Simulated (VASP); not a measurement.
# Pd (Fm-3m) in VASP: further runs

Runs on Pd. Level: PBEsol. Tasks: single point, relaxation of cell and atoms.

All numbers are computed with VASP 6.6.1; they aren't measurements. Logs are shortened: lines on timing, memory, paths and dates and some standing lists are left out, and cuts for length are marked.

## Step 1: The cell of the first run

The structure is cubic, space group Fm-3m (No. 225). Conventional cell: a = 3.880 Å, b = 3.880 Å, c = 3.880 Å, α = 90.00°, β = 90.00°, γ = 90.00°. Within 3.6 Å of Pd (site symmetry m-3m) lie 12 Pd at 2.74 Å.

## Step 2: Single point, PBEsol

File INCAR:

```
PREC = Accurate
ENCUT = 520
EDIFF = 1E-7
ISMEAR = -1
SIGMA = 0.15
LREAL = False
LASPH = True
NELM = 80
ALGO = Fast
ISIF = 2
LWAVE = False
LCHARG = False
GGA = PS
NBANDS = 11
```

File KPOINTS:

```
Automatic mesh
0
Gamma
  16 16 16
```

File POSCAR:

```
Pd
1.0
    0.0000000000      1.9402310249      1.9402310249
    1.9402310249      0.0000000000      1.9402310249
    1.9402310249      1.9402310249      0.0000000000
Pd
1
Direct
    0.0000000000      0.0000000000      0.0000000000
```

Potentials or basis: VASP PAW PBE potentials, release 64 (Pd).

Launch:

```
$ cat potpaw_PBE.64/Pd/POTCAR > POTCAR
$ mpirun -np 1 vasp_std > vasp.out
```

OUTCAR:

```text
PREC = Accurate
   ENCUT = 520
   EDIFF = 1E-7
   ISMEAR = -1
   LREAL = False
   LASPH = True
   NELM = 80
   ISIF = 2
   GGA = PS

 ion  position               nearest neighbor table
   1  0.000  0.000  0.000-

  LATTYP: Found a face centered cubic cell.
 ALAT       =     3.8804620498

  Lattice vectors:

 A1 = (   0.0000000000,   1.9402310249,   1.9402310249)
 A2 = (   1.9402310249,   0.0000000000,   1.9402310249)
 A3 = (   1.9402310249,   1.9402310249,   0.0000000000)

Analysis of symmetry for initial positions (statically):
=====================================================================
 Subroutine PRICEL returns:
 Original cell was already a primitive cell.

 Routine SETGRP: Setting up the symmetry group for a
 face centered cubic supercell.

 Subroutine GETGRP returns: Found 48 space group operations
 (whereof 48 operations were pure point group operations)
 out of a pool of 48 trial point group operations.

The static configuration has the point symmetry O_h .

Analysis of symmetry for dynamics (positions and initial velocities):
=====================================================================
 Subroutine PRICEL returns:
 Original cell was already a primitive cell.

 Routine SETGRP: Setting up the symmetry group for a
 face centered cubic supercell.

 Subroutine GETGRP returns: Found 48 space group operations
 (whereof 48 operations were pure point group operations)
 out of a pool of 48 trial point group operations.

The dynamic configuration has the point symmetry O_h .

 Subroutine INISYM returns: Found 48 space group operations
 (whereof 48 operations are pure point group operations),
 and found     1 'primitive' translations

----------------------------------------------------------------------------------------

                                     Primitive cell

  volume of cell :      14.6080

  direct lattice vectors                    reciprocal lattice vectors
     0.000000000  1.940231025  1.940231025    -0.257701270  0.257701270  0.257701270
     1.940231025  0.000000000  1.940231025     0.257701270 -0.257701270  0.257701270
     1.940231025  1.940231025  0.000000000     0.257701270  0.257701270 -0.257701270

  length of vectors
     2.743901030  2.743901030  2.743901030     0.446351694  0.446351694  0.446351694

  position of ions in fractional coordinates (direct lattice)
     0.000000000  0.000000000  0.000000000

  ion indices of the primitive-cell ions
   primitive index   ion index
                 1           1

----------------------------------------------------------------------------------------

 KPOINTS: Automatic mesh

Automatic generation of k-mesh.
 Grid dimensions read from file:
 generate k-points for:   16   16   16

 Generating k-lattice:

  Cartesian coordinates                     Fractional coordinates (reciprocal lattice)
    -0.016106329  0.016106329  0.016106329     0.062500000  0.000000000  0.000000000
     0.016106329 -0.016106329  0.016106329     0.000000000  0.062500000  0.000000000
     0.016106329  0.016106329 -0.016106329     0.000000000  0.000000000  0.062500000

  Length of vectors
     0.027896981  0.027896981  0.027896981

  Shift w.r.t. Gamma in fractional coordinates (k-lattice)
     0.000000000  0.000000000  0.000000000

 Subroutine IBZKPT returns following result:
 ===========================================

 Found    145 irreducible k-points:

 Following reciprocal coordinates:
            Coordinates               Weight
  0.000000  0.000000  0.000000      1.000000
  0.062500  0.000000  0.000000      8.000000
  0.125000  0.000000  0.000000      8.000000
  0.187500  0.000000  0.000000      8.000000
  0.250000  0.000000  0.000000      8.000000
  0.312500  0.000000  0.000000      8.000000
[... 16 lines left out ...]
 -0.125000  0.062500  0.000000     24.000000
 -0.062500  0.062500  0.000000     12.000000
 [... further k-points ...]
   k-points           NKPTS =    145   k-points in BZ     NKDIM =    145   number of bands    NBANDS=     11
   number of dos      NEDOS =    301   number of ions     NIONS =      1
   total plane-waves  NPLWV =   8000
   dimension x,y,z NGX =    20 NGY =   20 NGZ =   20
   dimension x,y,z NGXF=    40 NGYF=   40 NGZF=   40
   ions per type =               1
   NGX,Y,Z   is equivalent  to a cutoff of  12.12, 12.12, 12.12 a.u.
   NGXF,Y,Z  is equivalent  to a cutoff of  24.23, 24.23, 24.23 a.u.
 SYSTEM =  unknown system
   PREC   = accura    normal or accurate (medium, high low for compatibility)
   ISTART =      0    job   : 0-new  1-cont  2-samecut
   ICHARG =      2    charge: 1-file 2-atom 10-const
   ISPIN  =      1    spin polarized calculation?
   LNONCOLLINEAR =      F non collinear calculations
   LSORBIT =      F    spin-orbit coupling
   LASPH  =      T    aspherical Exc in radial PAW
   ENCUT  =  520.0 eV  38.22 Ry    6.18 a.u.   5.10  5.10  5.10*2*pi/ulx,y,z
   NELM   =     80;   NELMIN=  2; NELMDL= -5     # of ELM steps
   EDIFF  = 0.1E-06   stopping-criterion for ELM
   LREAL  =      F    real-space projection
   EDIFFG = 0.1E-05   stopping-criterion for IOM
   NSW    =      0    number of steps for IOM
   IBRION =     -1    ionic relax: 0-MD 1-quasi-New 2-CG
   NFREE  =      0    steps in history (QN), initial steepest desc. (CG)
   ISIF   =      2    stress and relaxation
   ISYM   =      2    0-nonsym 1-usesym 2-fastsym
   POTIM  = 0.5000    time-step for ionic-motion
   TEBEG  =    0.0;   TEEND  =   0.0 temperature during run
   PSTRESS=    0.0 pullay stress
   NELECT =      10.0000    total number of electrons
   NUPDOWN=      -1.0000    fix difference up-down
   EMIN   =  10.00;   EMAX   =-10.00  energy-range for DOS
   EFERMI =   0.00;   METHOD = LEGACY
   ISMEAR =    -1;   SIGMA  =   0.15  broadening in eV -4-tet -1-fermi 0-gaus
   EFERMI_NEDOS =   21; number of points for ismear=-14 and -15
   IALGO  =     68    algorithm
   IMIX   =      4    mixing-type and parameters
     AMIX     =   0.40;   BMIX     =  1.00
     AMIX_MAG =   1.60;   BMIX_MAG =  1.00
  volume/ion in A,a.u.               =      14.61        98.58
  Fermi-wavevector in a.u.,A,eV,Ry     =   1.442817  2.726530 28.323550  2.081722
  Thomas-Fermi vector in A             =   2.561295
   LORBIT       =      0    0 simple, 1 ext, 2 COOP (PROOUT), +10 PAW based schemes
   GGA     = PS    functional components
   LHFCALC =     F    Hartree Fock is set to
   AEXX    =    0.0000 exact exchange contribution
   IVDW    =     0    specifies the selected vdW correction
   LEPSILON=     F    determine dielectric tensor
   LRPA    =     F    only Hartree local field effects (RPA)
 non-spin polarized calculation
 RMM-DIIS sequential band-by-band and
  energy-cutoff  :      520.00
  volume of cell :       14.61
 maximum number of plane-waves:       411
   NGX = 11   NGY = 11   NGZ = 11

 number of electron      10.0000001 magnetization

 Free energy of the ion-electron system (eV)
  ---------------------------------------------------
  ext. energy  EPLUGINS =         0.00000000
  ---------------------------------------------------
  free energy    TOTEN  =        -6.03011300 eV

  energy without entropy =       -5.90859557  energy(sigma->0) =       -5.96935429

 E-fermi :   9.8524     XC(G=0): -13.4406

 val. band max:        9.8462630102   @ k =  -0.4375   0.3750   0.0000
 cond. band min:       9.8619864029   @ k =   0.5000   0.2500   0.0000
 fundamental gap:      0.0157233927
 Fermi energy:         9.8524024410

 k-point     1 :       0.0000    0.0000    0.0000
  band No.  band energies     occupation
      1       2.4693      2.00000
      2       6.8906      2.00000
      3       6.8906      2.00000
      4       6.8906      2.00000
      5       8.5437      1.99968
      6       8.5437      1.99968
      7      26.9191      0.00000
      8      31.7389      0.00000
      9      31.7389      0.00000
     10      31.7389      0.00000
     11      37.0180      0.00000

 k-point     2 :       0.0625    0.0000    0.0000
  band No.  band energies     occupation
      1       2.6126      2.00000
      2       6.8387      2.00000
      3       6.9409      2.00000
      4       6.9409      2.00000
      5       8.5193      1.99972
      6       8.5193      1.99972
      7      27.0747      0.00000
      8      30.8056      0.00000
      9      31.9066      0.00000
     10      31.9066      0.00000
     11      37.3863      0.00000

 k-point     3 :       0.1250    0.0000    0.0000
  band No.  band energies     occupation
      1       3.0220      2.00000
      2       6.7161      2.00000
      3       7.0664      2.00000
      4       7.0664      2.00000
      5       8.4747      1.99979
      6       8.4747      1.99979
      7      27.3780      0.00000
      8      29.0370      0.00000
      9      32.3753      0.00000
     10      32.3753      0.00000
     11      37.0427      0.00000

 k-point     4 :       0.1875    0.0000    0.0000
  band No.  band energies     occupation
      1       3.6153      2.00000
      2       6.6353      2.00000
      3       7.1833      2.00000
      4       7.1833      2.00000
      5       8.4995      1.99976
      6       8.4995      1.99976
      7      26.4767      0.00000
      8      28.1772      0.00000
      9      33.0219      0.00000
     10      33.0219      0.00000
     11      35.8366      0.00000
[... 239 lines left out ...]
 k-point    22 :      -0.1875    0.0625    0.0000
  band No.  band energies     occupation
      1       3.9397      2.00000
      2       6.5355      2.00000
      3       7.2394      2.00000
      4       7.2732      2.00000
      5       8.2914      1.99994
      6       8.8299      1.99781
      7      25.8815      0.00000
      8      28.0865      0.00000
      9      31.8749      0.00000
     10      34.3690      0.00000
     11      34.4171      0.00000

 k-point    23 :      -0.1250    0.0625    0.0000
  band No.  band energies     occupation
      1       3.3252      2.00000
      2       6.5931      2.00000
      3       7.1574      2.00000
      4       7.1825      2.00000
      5       8.2888      1.99994
      6       8.6368      1.99940
      7      27.4644      0.00000
      8      28.4103      0.00000
      9      31.5746      0.00000
     10      33.3366      0.00000
     11      35.8056      0.00000

 k-point    24 :      -0.0625    0.0625    0.0000
  band No.  band energies     occupation
      1       2.8457      2.00000
      2       6.7393      2.00000
      3       7.0104      2.00000
      4       7.0486      2.00000
      5       8.4053      1.99987
      6       8.5681      1.99962
      7      27.3015      0.00000
      8      29.9143      0.00000
      9      31.5347      0.00000
     10      32.4856      0.00000
     11      37.3352      0.00000

 [... further k-points ...]

------------------------ aborting loop because EDIFF is reached ----------------------------------------

  FORCE on cell =-STRESS in cart. coord.  units (eV):
  Direction    XX          YY          ZZ          XY          YZ          ZX
  --------------------------------------------------------------------------------------
  -------------------------------------------------------------------------------------
  Total       -0.0271792     -0.0271792     -0.0271792      0.0000000      0.0000000      0.0000000
  in kB       -2.9809659     -2.9809659     -2.9809659      0.0000000      0.0000000      0.0000000
  external PRESSURE =      -2.9809659 kB  Pullay stress =       0.0000000 kB

 VOLUME and BASIS-vectors are now :
 -----------------------------------------------------------------------------
  energy-cutoff  :      520.00
  volume of cell :       14.61
      direct lattice vectors                 reciprocal lattice vectors
     0.000000000  1.940231025  1.940231025    -0.257701270  0.257701270  0.257701270
     1.940231025  0.000000000  1.940231025     0.257701270 -0.257701270  0.257701270
     1.940231025  1.940231025  0.000000000     0.257701270  0.257701270 -0.257701270

 POSITION                                       TOTAL-FORCE (eV/Angst)
 -----------------------------------------------------------------------------------
      0.00000      0.00000      0.00000         0.000000      0.000000     -0.000000
 -----------------------------------------------------------------------------------
    total drift:                                0.000000      0.000000      0.000000

  FREE ENERGIE OF THE ION-ELECTRON SYSTEM (eV)
  ---------------------------------------------------
  free  energy   TOTEN  =        -6.0301130002 eV

  energy  without entropy=       -5.9085955722  energy(sigma->0) =       -5.96935429
```

Run time: 9.1 s. Hardware: 1 thread of Intel Xeon 6975P-C (Granite Rapids), shared host; peak memory 0.14 GiB.

What came out:

- Free energy: -6.0301 eV
- Pressure: -0.3 GPa
- Band gap on the k mesh: zero (band 5 reaches 10.09 eV, above the bottom of band 6 at 8.47 eV)

Caveat: the PAW data sets were made with another functional, which shifts forces and pressure a little.

(Continued in part 2 of 2.)
